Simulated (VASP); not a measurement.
# Hf in VASP: notebook

Hf is run at these levels: PBEsol, r2SCAN, PBE; tasks: single point.

All numbers are computed with VASP 6.6.1; they aren't measurements. Logs are shortened: lines on timing, memory, paths and dates and some standing lists are left out, and cuts for length are marked.

## (1) The cell of the first run

It takes space group Fm-3m (No. 225, cubic). The conventional cell has a = 4.527 Å, b = 4.527 Å, c = 4.527 Å, α = 90.00°, β = 90.00°, γ = 90.00°. Hf (site symmetry m-3m) has 12 Hf at 3.20 Å within 4.2 Å.

## (2) Single point, PBEsol

Contents of INCAR:

```
SYSTEM = Hf
ALGO = Fast
EDIFF = 1E-6
ENCUT = 520
GGA = PS
ISIF = 2
ISMEAR = -1
LASPH = .TRUE.
LCHARG = .TRUE.
LELF = .TRUE.
LREAL = .FALSE.
LVHAR = .TRUE.
LWAVE = .FALSE.
NBANDS = 11
NELM = 80
PREC = Accurate
SIGMA = 0.05
```

Contents of KPOINTS:

```
k-points
0
G
  10 10 10
  0 0 0
```

Contents of POSCAR:

```
Hf
1.0
    0.0000000000      2.2635404658      2.2635404658
    2.2635404658      0.0000000000      2.2635404658
    2.2635404658      2.2635404658      0.0000000000
Hf
1
Direct
    0.0000000000      0.0000000000      0.0000000000
```

Potentials or basis: VASP PAW PBE potentials, release 64 (Hf_pv).

Command:

```console
> cat potpaw_PBE.64/Hf_pv/POTCAR > POTCAR
> mpirun -np 1 vasp_std > vasp.out
```

OUTCAR:

```text
SYSTEM = Hf
   EDIFF = 1E-6
   ENCUT = 520
   GGA = PS
   ISIF = 2
   ISMEAR = -1
   LASPH = .TRUE.
   LREAL = .FALSE.
   NELM = 80
   PREC = Accurate

 ion  position               nearest neighbor table
   1  0.000  0.000  0.000-

  LATTYP: Found a face centered cubic cell.
 ALAT       =     4.5270809316

  Lattice vectors:

 A1 = (   0.0000000000,   2.2635404658,   2.2635404658)
 A2 = (   2.2635404658,   0.0000000000,   2.2635404658)
 A3 = (   2.2635404658,   2.2635404658,   0.0000000000)

Analysis of symmetry for initial positions (statically):
=====================================================================
 Subroutine PRICEL returns:
 Original cell was already a primitive cell.

 Routine SETGRP: Setting up the symmetry group for a
 face centered cubic supercell.

 Subroutine GETGRP returns: Found 48 space group operations
 (whereof 48 operations were pure point group operations)
 out of a pool of 48 trial point group operations.

The static configuration has the point symmetry O_h .

Analysis of symmetry for dynamics (positions and initial velocities):
=====================================================================
 Subroutine PRICEL returns:
 Original cell was already a primitive cell.

 Routine SETGRP: Setting up the symmetry group for a
 face centered cubic supercell.

 Subroutine GETGRP returns: Found 48 space group operations
 (whereof 48 operations were pure point group operations)
 out of a pool of 48 trial point group operations.

The dynamic configuration has the point symmetry O_h .

 Subroutine INISYM returns: Found 48 space group operations
 (whereof 48 operations are pure point group operations),
 and found     1 'primitive' translations

----------------------------------------------------------------------------------------

                                     Primitive cell

  volume of cell :      23.1950

  direct lattice vectors                    reciprocal lattice vectors
     0.000000000  2.263540466  2.263540466    -0.220892892  0.220892892  0.220892892
     2.263540466  0.000000000  2.263540466     0.220892892 -0.220892892  0.220892892
     2.263540466  2.263540466  0.000000000     0.220892892  0.220892892 -0.220892892

  length of vectors
     3.201129626  3.201129626  3.201129626     0.382597712  0.382597712  0.382597712

  position of ions in fractional coordinates (direct lattice)
     0.000000000  0.000000000  0.000000000

  ion indices of the primitive-cell ions
   primitive index   ion index
                 1           1

----------------------------------------------------------------------------------------

 KPOINTS: k-points

Automatic generation of k-mesh.
 Grid dimensions read from file:
 generate k-points for:   10   10   10

 Generating k-lattice:

  Cartesian coordinates                     Fractional coordinates (reciprocal lattice)
    -0.022089289  0.022089289  0.022089289     0.100000000  0.000000000  0.000000000
     0.022089289 -0.022089289  0.022089289     0.000000000  0.100000000  0.000000000
     0.022089289  0.022089289 -0.022089289     0.000000000  0.000000000  0.100000000

  Length of vectors
     0.038259771  0.038259771  0.038259771

  Shift w.r.t. Gamma in fractional coordinates (k-lattice)
     0.000000000  0.000000000  0.000000000

 Subroutine IBZKPT returns following result:
 ===========================================

 Found     47 irreducible k-points:

 Following reciprocal coordinates:
            Coordinates               Weight
  0.000000  0.000000  0.000000      1.000000
  0.100000  0.000000  0.000000      8.000000
  0.200000  0.000000  0.000000      8.000000
  0.300000  0.000000  0.000000      8.000000
  0.400000  0.000000  0.000000      8.000000
  0.500000  0.000000  0.000000      4.000000
[... 16 lines left out ...]
  0.300000  0.300000  0.000000      6.000000
  0.400000  0.300000  0.000000     24.000000
 [... further k-points ...]
   k-points           NKPTS =     47   k-points in BZ     NKDIM =     47   number of bands    NBANDS=     11
   number of dos      NEDOS =    301   number of ions     NIONS =      1
   total plane-waves  NPLWV =  13824
   dimension x,y,z NGX =    24 NGY =   24 NGZ =   24
   dimension x,y,z NGXF=    48 NGYF=   48 NGZF=   48
   ions per type =               1
   NGX,Y,Z   is equivalent  to a cutoff of  12.46, 12.46, 12.46 a.u.
   NGXF,Y,Z  is equivalent  to a cutoff of  24.93, 24.93, 24.93 a.u.
 SYSTEM =  Hf
   PREC   = accura    normal or accurate (medium, high low for compatibility)
   ISTART =      0    job   : 0-new  1-cont  2-samecut
   ICHARG =      2    charge: 1-file 2-atom 10-const
   ISPIN  =      1    spin polarized calculation?
   LNONCOLLINEAR =      F non collinear calculations
   LSORBIT =      F    spin-orbit coupling
   LASPH  =      T    aspherical Exc in radial PAW
   ENCUT  =  520.0 eV  38.22 Ry    6.18 a.u.   5.95  5.95  5.95*2*pi/ulx,y,z
   NELM   =     80;   NELMIN=  2; NELMDL= -5     # of ELM steps
   EDIFF  = 0.1E-05   stopping-criterion for ELM
   LREAL  =      F    real-space projection
   EDIFFG = 0.1E-04   stopping-criterion for IOM
   NSW    =      0    number of steps for IOM
   IBRION =     -1    ionic relax: 0-MD 1-quasi-New 2-CG
   NFREE  =      0    steps in history (QN), initial steepest desc. (CG)
   ISIF   =      2    stress and relaxation
   ISYM   =      2    0-nonsym 1-usesym 2-fastsym
   POTIM  = 0.5000    time-step for ionic-motion
   TEBEG  =    0.0;   TEEND  =   0.0 temperature during run
   PSTRESS=    0.0 pullay stress
   NELECT =      10.0000    total number of electrons
   NUPDOWN=      -1.0000    fix difference up-down
   EMIN   =  10.00;   EMAX   =-10.00  energy-range for DOS
   EFERMI =   0.00;   METHOD = LEGACY
   ISMEAR =    -1;   SIGMA  =   0.05  broadening in eV -4-tet -1-fermi 0-gaus
   EFERMI_NEDOS =   21; number of points for ismear=-14 and -15
   IALGO  =     68    algorithm
   IMIX   =      4    mixing-type and parameters
     AMIX     =   0.40;   BMIX     =  1.00
     AMIX_MAG =   1.60;   BMIX_MAG =  1.00
  volume/ion in A,a.u.               =      23.20       156.53
  Fermi-wavevector in a.u.,A,eV,Ry     =   1.236735  2.337090 20.810286  1.529513
  Thomas-Fermi vector in A             =   2.371331
   LORBIT       =      0    0 simple, 1 ext, 2 COOP (PROOUT), +10 PAW based schemes
   GGA     = PS    functional components
   LHFCALC =     F    Hartree Fock is set to
   AEXX    =    0.0000 exact exchange contribution
   IVDW    =     0    specifies the selected vdW correction
   LEPSILON=     F    determine dielectric tensor
   LRPA    =     F    only Hartree local field effects (RPA)
 non-spin polarized calculation
 RMM-DIIS sequential band-by-band and
  energy-cutoff  :      520.00
  volume of cell :       23.20
 maximum number of plane-waves:       636
   NGX = 11   NGY = 11   NGZ = 11

 number of electron      10.0000000 magnetization

 Free energy of the ion-electron system (eV)
  ---------------------------------------------------
  ext. energy  EPLUGINS =         0.00000000
  ---------------------------------------------------
  free energy    TOTEN  =       -10.39899003 eV

  energy without entropy =      -10.38594687  energy(sigma->0) =      -10.39246845

 E-fermi :   4.3421     XC(G=0): -11.2283

 val. band max:        4.3280679962   @ k =   0.3000   0.0000   0.0000
 cond. band min:       4.3708780741   @ k =   0.5000   0.1000   0.0000
 fundamental gap:      0.0428100779
 Fermi energy:         4.3420707648

 k-point     1 :       0.0000    0.0000    0.0000
  band No.  band energies     occupation
      1     -25.7560      2.00000
      2     -25.7560      2.00000
      3     -25.7560      2.00000
      4      -2.7542      2.00000
      5       5.7121      0.00000
      6       5.7121      0.00000
      7       5.7121      0.00000
      8       8.3658      0.00000
      9       8.3658      0.00000
     10      15.5892      0.00000
     11      17.2664      0.00000

 k-point     2 :       0.1000    0.0000    0.0000
  band No.  band energies     occupation
      1     -25.8289      2.00000
      2     -25.7654      2.00000
      3     -25.7654      2.00000
      4      -2.4220      2.00000
      5       5.3911      0.00000
      6       5.8641      0.00000
      7       5.8641      0.00000
      8       8.2116      0.00000
      9       8.2116      0.00000
     10      16.2981      0.00000
     11      18.3186      0.00000

 k-point     3 :       0.2000    0.0000    0.0000
  band No.  band energies     occupation
      1     -26.0154      2.00000
      2     -25.7899      2.00000
      3     -25.7899      2.00000
      4      -1.5149      2.00000
      5       4.7480      0.00060
      6       6.0845      0.00000
      7       6.0845      0.00000
      8       8.1384      0.00000
      9       8.1384      0.00000
     10      16.2579      0.00000
     11      18.2600      0.00000

 k-point     4 :       0.3000    0.0000    0.0000
  band No.  band energies     occupation
      1     -26.2382      2.00000
      2     -25.8199      2.00000
      3     -25.8199      2.00000
      4      -0.3402      2.00000
      5       4.3281      1.13912
      6       5.9232      0.00000
      7       5.9232      0.00000
      8       8.7965      0.00000
      9       8.7965      0.00000
     10      14.8576      0.00000
     11      18.1863      0.00000
[... 239 lines left out ...]
 k-point    22 :      -0.2000    0.2000    0.0000
  band No.  band energies     occupation
      1     -26.2028      2.00000
      2     -25.9585      2.00000
      3     -25.8164      2.00000
      4       0.2410      2.00000
      5       4.0771      1.99007
      6       5.1820      0.00000
      7       6.8346      0.00000
      8       7.2669      0.00000
      9      10.2711      0.00000
     10      16.1106      0.00000
     11      19.0326      0.00000

 k-point    23 :       0.3000    0.3000    0.0000
  band No.  band energies     occupation
      1     -26.2153      2.00000
      2     -25.9279      2.00000
      3     -25.9279      2.00000
      4       0.4009      2.00000
      5       3.2171      2.00000
      6       5.3738      0.00000
      7       8.0272      0.00000
      8       8.0272      0.00000
      9       9.5907      0.00000
     10      18.3458      0.00000
     11      18.3546      0.00000

 k-point    24 :       0.4000    0.3000    0.0000
  band No.  band energies     occupation
      1     -26.3086      2.00000
      2     -25.9802      2.00000
      3     -25.9570      2.00000
      4       1.1100      2.00000
      5       2.9471      2.00000
      6       5.1261      0.00000
      7       8.2766      0.00000
      8       9.2204      0.00000
      9      10.2483      0.00000
     10      15.5561      0.00000
     11      17.2427      0.00000

 [... further k-points ...]
[... 5 lines left out ...]
  --------------------------------------------------------------------------------------
  -------------------------------------------------------------------------------------
  Total       -1.0874871     -1.0874871     -1.0874871      0.0000000      0.0000000      0.0000000
  in kB      -75.1172885    -75.1172885    -75.1172885      0.0000000      0.0000000      0.0000000
  external PRESSURE =     -75.1172885 kB  Pullay stress =       0.0000000 kB

 VOLUME and BASIS-vectors are now :
 -----------------------------------------------------------------------------
  energy-cutoff  :      520.00
  volume of cell :       23.20
      direct lattice vectors                 reciprocal lattice vectors
     0.000000000  2.263540466  2.263540466    -0.220892892  0.220892892  0.220892892
     2.263540466  0.000000000  2.263540466     0.220892892 -0.220892892  0.220892892
     2.263540466  2.263540466  0.000000000     0.220892892  0.220892892 -0.220892892

 POSITION                                       TOTAL-FORCE (eV/Angst)
 -----------------------------------------------------------------------------------
      0.00000      0.00000      0.00000         0.000000      0.000000      0.000000
 -----------------------------------------------------------------------------------
    total drift:                                0.000000      0.000000      0.000000

  FREE ENERGIE OF THE ION-ELECTRON SYSTEM (eV)
  ---------------------------------------------------
  free  energy   TOTEN  =       -10.3989900332 eV

  energy  without entropy=      -10.3859468661  energy(sigma->0) =      -10.39246845
```

Wall time 5.4 s (1 thread of Intel Xeon 6975P-C (Granite Rapids), shared host); peak memory 0.13 GiB.

What came out:

- Free energy: -10.3990 eV
- Pressure: -7.5 GPa
- Band gap on the k mesh: zero (band 5 reaches 5.71 eV, above the bottom of band 6 at 3.95 eV)

Levels at points of the mesh, in eV from the Fermi level:
| k point | band 1 | band 2 | band 3 | band 4 | band 5 | band 6 | band 7 | band 8 | band 9 | band 10 |
| --- | --- | --- | --- | --- | --- | --- | --- | --- | --- | --- |
| (0.00, 0.00, 0.00) | -30.10 | -30.10 | -30.10 | -7.10 | 1.37 | 1.37 | 1.37 | 4.02 | 4.02 | 11.25 |
| (0.50, 0.00, 0.00) | -30.82 | -30.20 | -30.20 | -3.54 | 0.49 | 1.16 | 1.16 | 6.05 | 6.05 | 8.90 |
| (0.50, 0.50, 0.00) | -30.78 | -30.36 | -30.36 | -3.12 | -2.01 | 2.35 | 6.05 | 6.65 | 6.65 | 9.59 |

Caveat: the PAW data sets were made with another functional, which shifts forces and pressure a little; spin-orbit coupling is left out, which moves the levels of the heavy elements.

(Part 1 of 2 ends here.)
